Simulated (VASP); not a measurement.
A run of VASP 6.6.1 is set up as follows.

File INCAR:

```
SYSTEM = Rh
PREC = Accurate
ENCUT = 500
EDIFF = 1E-7
ISMEAR = 0
SIGMA = 0.1
LREAL = .FALSE.
LASPH = .TRUE.
NELM = 120
ALGO = Normal
ISIF = 3
LWAVE = .FALSE.
LCHARG = .FALSE.
GGA = PE
IBRION = 2
NSW = 90
EDIFFG = -0.04
GGA_COMPAT = .FALSE.
NELMIN = 4
```

File KPOINTS:

```
Automatic mesh
0
G
  12 12 4
  0 0 0
```

POSCAR

```
Rh
1.0
    2.2298015700      0.0000000000      0.0000000000
   -1.1149007900      1.9310648100      0.0000000000
    0.0000000000      0.0000000000      4.0769766400
Rh
2
Direct
    0.3333333300      0.6666666700      0.5000000000
    0.6666666700      0.3333333300      0.5000000000
```

Potentials or basis: VASP PAW PBE potentials, release 64 (Rh_pv).

Launch:

```bash
$ cat potpaw_PBE.64/Rh_pv/POTCAR > POTCAR
$ mpirun -np 1 vasp_std > vasp.out
```

Problem. What does it give for the relaxed cell?

Solution. a = 3.708 Å, b = 3.708 Å, c = 2.637 Å, α = 90.00°, β = 90.00°, γ = 120.00°.

Problem. Estimate the band gap on the k mesh.

Solution. Zero (band 15 reaches 10.97 eV, above the bottom of band 16 at 9.35 eV).

Problem. Predict the relaxed volume.

Solution. 15.70 Å³/atom.

Problem. Estimate the space group after relaxing (to 0.05 Å).

Solution. P6/mmm (No. 191).

Final structure:
```yaml
crystal:
  lattice:
    - [3.70775, 0.00000, 0.00000]
    - [-1.85387, 3.21100, 0.00000]
    - [0.00000, 0.00000, 2.63687]
  atoms:
    - { symbol: Rh, position: [0.33333, 0.66667, 0.50000] }
    - { symbol: Rh, position: [0.66667, 0.33333, 0.50000] }
```

Caveat: the k points lie up to 0.60 Å⁻¹ apart in the final cell; the volume moved by over 15 % at a fixed basis, so the end points are rough.
